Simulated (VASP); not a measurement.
# Si in VASP: a series of runs, part 2 of 2

VASP 6.6.1.

## (5) Single point, PBE+D3(BJ) (layers slid over each other)

The input, INCAR:

```
SYSTEM = Si
ALGO = Normal ; DIPOL = 0.5 0.5 0.373
EDIFF = 1E-7 ; ENCUT = 520
GGA = PE ; IDIPOL = 3
ISIF = 2 ; ISMEAR = 0
IVDW = 12 ; LASPH = .True.
LCHARG = .False. ; LDIPOL = .True.
LREAL = .False. ; LWAVE = .False.
NBANDS = 16 ; NELM = 100
PREC = Accurate ; SIGMA = 0.1
```

The input, KPOINTS:

```
k-points
0
Gamma
  9 9 1
  0 0 0
```

The input, POSCAR:

```
Si
1.0
    3.8475254748      0.0000000000      0.0000000000
   -1.9237627374      3.3320548028      0.0000000000
    0.0000000000      0.0000000000     18.4415958287
Si
4
Direct
    0.3333333333      0.6666666667      0.2695427207
    0.6666666667      0.3333333333      0.2440135898
    0.5000000000      1.3333333333      0.5011277719
    0.8333333333      1.0000000000      0.4755986410
```

Potentials or basis: VASP PAW PBE potentials, release 64 (Si).

Run with:

```bash
> cat potpaw_PBE.64/Si/POTCAR > POTCAR
> mpirun -np 1 vasp_std > vasp.out
```

OUTCAR:

```text
SYSTEM = Si
   EDIFF = 1E-7
   ENCUT = 520
   GGA = PE
   ISIF = 2
   ISMEAR = 0
   IVDW = 12
   LASPH = .True.
   LREAL = .False.
   NELM = 100
   PREC = Accurate
 IVDW          = 12

 ion  position               nearest neighbor table
   1  0.333  0.667  0.270-   2 2.27   2 2.27   2 2.27
   2  0.667  0.333  0.244-   1 2.27   1 2.27   1 2.27
   3  0.500  0.333  0.501-   4 2.27   4 2.27   4 2.27
   4  0.833  0.000  0.476-   3 2.27   3 2.27   3 2.27

  LATTYP: Found a hexagonal cell.
 ALAT       =     3.8475254748
 C/A-ratio  =     4.7931055816

  Lattice vectors:

 A1 = (   3.8475254748,   0.0000000000,   0.0000000000)
 A2 = (  -1.9237627374,   3.3320548028,   0.0000000000)
 A3 = (   0.0000000000,   0.0000000000,  18.4415958287)

Analysis of symmetry for initial positions (statically):
=====================================================================
 Subroutine PRICEL returns:
 Original cell was already a primitive cell.

 Routine SETGRP: Setting up the symmetry group for a
 hexagonal supercell.

 Subroutine GETGRP returns: Found  2 space group operations
 (whereof  1 operations were pure point group operations)
 out of a pool of 24 trial point group operations.

The static configuration has the point symmetry C_1 .
 The point group associated with its full space group is S_2 .

Analysis of symmetry for dynamics (positions and initial velocities):
=====================================================================
 Subroutine PRICEL returns:
 Original cell was already a primitive cell.

 Routine SETGRP: Setting up the symmetry group for a
 hexagonal supercell.

 Subroutine GETGRP returns: Found  2 space group operations
 (whereof  1 operations were pure point group operations)
 out of a pool of 24 trial point group operations.

The dynamic configuration has the point symmetry C_1 .
 The point group associated with its full space group is S_2 .

 Subroutine INISYM returns: Found  2 space group operations
 (whereof  1 operations are pure point group operations),
 and found     1 'primitive' translations

----------------------------------------------------------------------------------------

                                     Primitive cell

  volume of cell :     236.4243

  direct lattice vectors                    reciprocal lattice vectors
     3.847525475  0.000000000  0.000000000     0.259907311  0.150057556  0.000000000
    -1.923762737  3.332054803  0.000000000     0.000000000  0.300115112  0.000000000
     0.000000000  0.000000000 18.441595829     0.000000000  0.000000000  0.054225242

  length of vectors
     3.847525475  3.847525475 18.441595829     0.300115112  0.300115112  0.054225242

  position of ions in fractional coordinates (direct lattice)
     0.333333333  0.666666667  0.269542721
     0.666666667  0.333333333  0.244013590
     0.500000000  0.333333333  0.501127772
     0.833333333  0.000000000  0.475598641

  ion indices of the primitive-cell ions
   primitive index   ion index
                 1           1
                 2           2
                 3           3
                 4           4
[... 33 lines left out ...]
  0.222222  0.000000  0.000000      2.000000
  0.000000  0.222222  0.000000      2.000000
[... 16 lines left out ...]
  0.333333  0.111111  0.000000      2.000000
 -0.111111  0.444444  0.000000      2.000000
 [... further k-points ...]
   k-points           NKPTS =     41   k-points in BZ     NKDIM =     41   number of bands    NBANDS=     16
   number of dos      NEDOS =    301   number of ions     NIONS =      4
   total plane-waves  NPLWV = 126000
   dimension x,y,z NGX =    30 NGY =   30 NGZ =  140
   dimension x,y,z NGXF=    60 NGYF=   60 NGZF=  280
   ions per type =               4
   NGX,Y,Z   is equivalent  to a cutoff of  12.96, 12.96, 12.62 a.u.
   NGXF,Y,Z  is equivalent  to a cutoff of  25.93, 25.93, 25.24 a.u.
 SYSTEM =  Si
   PREC   = accura    normal or accurate (medium, high low for compatibility)
   ISTART =      0    job   : 0-new  1-cont  2-samecut
   ICHARG =      2    charge: 1-file 2-atom 10-const
   ISPIN  =      1    spin polarized calculation?
   LNONCOLLINEAR =      F non collinear calculations
   LSORBIT =      F    spin-orbit coupling
   LASPH  =      T    aspherical Exc in radial PAW
   ENCUT  =  520.0 eV  38.22 Ry    6.18 a.u.   7.15  7.15 34.29*2*pi/ulx,y,z
   NELM   =    100;   NELMIN=  2; NELMDL= -5     # of ELM steps
   EDIFF  = 0.1E-06   stopping-criterion for ELM
   LREAL  =      F    real-space projection
   EDIFFG = 0.1E-05   stopping-criterion for IOM
   NSW    =      0    number of steps for IOM
   IBRION =     -1    ionic relax: 0-MD 1-quasi-New 2-CG
   NFREE  =      0    steps in history (QN), initial steepest desc. (CG)
   ISIF   =      2    stress and relaxation
   ISYM   =      2    0-nonsym 1-usesym 2-fastsym
   POTIM  = 0.5000    time-step for ionic-motion
   TEBEG  =    0.0;   TEEND  =   0.0 temperature during run
   PSTRESS=    0.0 pullay stress
   NELECT =      16.0000    total number of electrons
   NUPDOWN=      -1.0000    fix difference up-down
   EMIN   =  10.00;   EMAX   =-10.00  energy-range for DOS
   EFERMI =   0.00;   METHOD = LEGACY
   ISMEAR =     0;   SIGMA  =   0.10  broadening in eV -4-tet -1-fermi 0-gaus
   EFERMI_NEDOS =   21; number of points for ismear=-14 and -15
   IALGO  =     38    algorithm
   IMIX   =      4    mixing-type and parameters
     AMIX     =   0.40;   BMIX     =  1.00
     AMIX_MAG =   1.60;   BMIX_MAG =  1.00
  volume/ion in A,a.u.               =      59.11       398.87
  Fermi-wavevector in a.u.,A,eV,Ry     =   0.667141  1.260713  6.055637  0.445077
  Thomas-Fermi vector in A             =   1.741657
   LORBIT       =      0    0 simple, 1 ext, 2 COOP (PROOUT), +10 PAW based schemes
   GGA     = PE    functional components
   LHFCALC =     F    Hartree Fock is set to
   AEXX    =    0.0000 exact exchange contribution
   IVDW    =    12    specifies the selected vdW correction
   LEPSILON=     F    determine dielectric tensor
   LRPA    =     F    only Hartree local field effects (RPA)
 non-spin polarized calculation
 Gauss-broadening in eV      SIGMA  =   0.10
  energy-cutoff  :      520.00
  volume of cell :      236.42
 maximum number of plane-waves:      6399
 NGX is ok and might be reduce to    30
   NGX = 15   NGY = 15   NGZ = 69

 dipolmoment           0.000000      0.000000      0.000013 electrons x Angstroem

 number of electron      16.0000002 magnetization

 dipolmoment           0.000000      0.000000     -0.000113 electrons x Angstroem

 Free energy of the ion-electron system (eV)
  ---------------------------------------------------
  ext. energy  EPLUGINS =         0.00000000
  ---------------------------------------------------
  free energy    TOTEN  =       -19.16631225 eV

  energy without entropy =      -19.16615441  energy(sigma->0) =      -19.16623333

 E-fermi :  -1.0431     XC(G=0):  -4.2548

 val. band max:       -1.2125229142   @ k =   0.3333   0.3333   0.0000
 cond. band min:      -0.8735685953   @ k =   0.3333   0.3333   0.0000
 fundamental gap:      0.3389543189
 Fermi energy:        -1.0430531590

 k-point     1 :       0.0000    0.0000    0.0000
  band No.  band energies     occupation
      1     -12.1777      2.00000
      2     -12.0479      2.00000
      3      -4.6990      2.00000
      4      -3.7088      2.00000
      5      -2.2173      2.00000
      6      -2.2071      2.00000
[... 433 lines left out ...]
      3      -7.4334      2.00000
      4      -7.3243      2.00000
      5      -4.1200      2.00000
      6      -4.0442      2.00000
[... 8 lines left out ...]
     15       4.8210      0.00000
     16       5.1575      0.00000

 [... further k-points ...]

------------------------ aborting loop because EDIFF is reached ----------------------------------------

 vacuum level on the upper side and lower side of the slab       (xc-potential included)        -0.693        -0.568

 Edisp (eV)   -0.99438

 E8    (eV) :    -0.4231

  FORCE on cell =-STRESS in cart. coord.  units (eV):
  Direction    XX          YY          ZZ          XY          YZ          ZX
  --------------------------------------------------------------------------------------
  -------------------------------------------------------------------------------------
  Total      -0.18394    -0.15932    -0.73680    -0.06246    -0.05290    -0.04221
  in kB      -1.24653    -1.07964    -4.99308    -0.42325    -0.35848    -0.28606
  external pressure =       -2.44 kB  Pullay stress =        0.00 kB

 VOLUME and BASIS-vectors are now :
 -----------------------------------------------------------------------------
  energy-cutoff  :      520.00
  volume of cell :      236.42
      direct lattice vectors                 reciprocal lattice vectors
     3.847525475  0.000000000  0.000000000     0.259907311  0.150057556  0.000000000
    -1.923762737  3.332054803  0.000000000     0.000000000  0.300115112  0.000000000
     0.000000000  0.000000000 18.441595829     0.000000000  0.000000000  0.054225242

 POSITION                                       TOTAL-FORCE (eV/Angst)
 -----------------------------------------------------------------------------------
     -0.00000      2.22137      4.97080         0.022608      0.011870      0.154191
      1.92376      1.11068      4.50000        -0.009305      0.001576      0.043882
      1.28251      1.11068      9.24160         0.009305     -0.001576     -0.043882
      3.20627      0.00000      8.77080        -0.022608     -0.011870     -0.154191
 -----------------------------------------------------------------------------------
    total drift:                                0.000000     -0.000000     -0.001385

  FREE ENERGIE OF THE ION-ELECTRON SYSTEM (eV)
  ---------------------------------------------------
  free  energy   TOTEN  =       -20.1606907050 eV

  energy  without entropy=      -20.1605328601  energy(sigma->0) =      -20.16061178

 vacuum level on the upper side and lower side of the slab         2.822         3.011
```

OSZICAR:

```text
N       E                     dE             d eps       ncg     rms          rms(c)
DAV:   1     0.588299556678E+02    0.58830E+02   -0.48296E+03  1312   0.705E+02
DAV:   2    -0.146656327120E+02   -0.73496E+02   -0.66744E+02  1928   0.120E+02
DAV:   3    -0.196254004214E+02   -0.49598E+01   -0.48922E+01  1824   0.312E+01
[... 15 lines left out ...]
DAV:  19    -0.191666927349E+02    0.42759E-04   -0.10685E-05  1936   0.163E-02    0.408E-01
DAV:  20    -0.191662278451E+02    0.46489E-03   -0.14148E-03  1704   0.189E-01    0.237E-02
DAV:  21    -0.191663038200E+02   -0.75975E-04   -0.35216E-04  1848   0.872E-02    0.850E-02
DAV:  22    -0.191663122992E+02   -0.84793E-05   -0.12020E-05  1968   0.198E-02    0.917E-02
DAV:  23    -0.191663122535E+02    0.45686E-07   -0.33300E-07  1888   0.280E-03
   1 F= -.20160691E+02 E0= -.20160612E+02  d E =-.157845E-03
```

stdout:

```text
POSCAR found type information on POSCAR Si
 POSCAR found :  1 types and       4 ions
 scaLAPACK will be used
 LDA part: xc-table for (Slater+PW92), standard interpolation
 POSCAR, INCAR and KPOINTS ok, starting setup
 FFT: planning ... GRIDC
 FFT: planning ... GRID_SOFT
 FFT: planning ... GRID
 WAVECAR not read
 entering main loop
```

It took 4.7 min on 1 thread of Intel Xeon 6975P-C, shared host; peak memory 0.4 GiB.

Results:

```yaml
Free_energy: -20.1607 eV
Largest_force: 0.156 eV/Å
Band_gap_on_the_k_mesh: 0.34 eV
Dispersion_energy_per_atom: -0.249 eV
```

Forces in eV/Å, atoms in the order of the input:
```
Si   0.023  0.012  0.154
Si  -0.009  0.002  0.044
Si   0.009 -0.002 -0.044
Si  -0.023 -0.012 -0.154
```

Levels at points of the mesh, in eV from the valence-band top:
```tsv
k point	band 6	band 7	band 8	band 9	band 10	band 11
(0.00, 0.00, 0.00)	-0.99	-0.98	-0.96	2.23	2.29	2.45
```

Caveat: the cell differs from its parent crystal (layers slid over each other).

## (6) The runs side by side

| cell | gap on the mesh (eV) | largest force (eV/Å) |
| --- | --- | --- |
| as given, atomic positions A | 0.41 | 0.19 |
| as given, atomic positions B | 0.19 | 0.27 |
| as given, atomic positions C | 0.45 | 0.13 |
| as given, atomic positions D | 0.34 | 0.16 |

Alike in all rows: task single point; level PBE+D3(BJ); potentials or basis VASP PAW PBE potentials, release 64 (Si); no spin polarisation; k mesh 9 × 9 × 1; cutoff (eV) 520; smearing gaussian 0.1 eV.

Absolute energies hang on the potentials; compare differences alone.
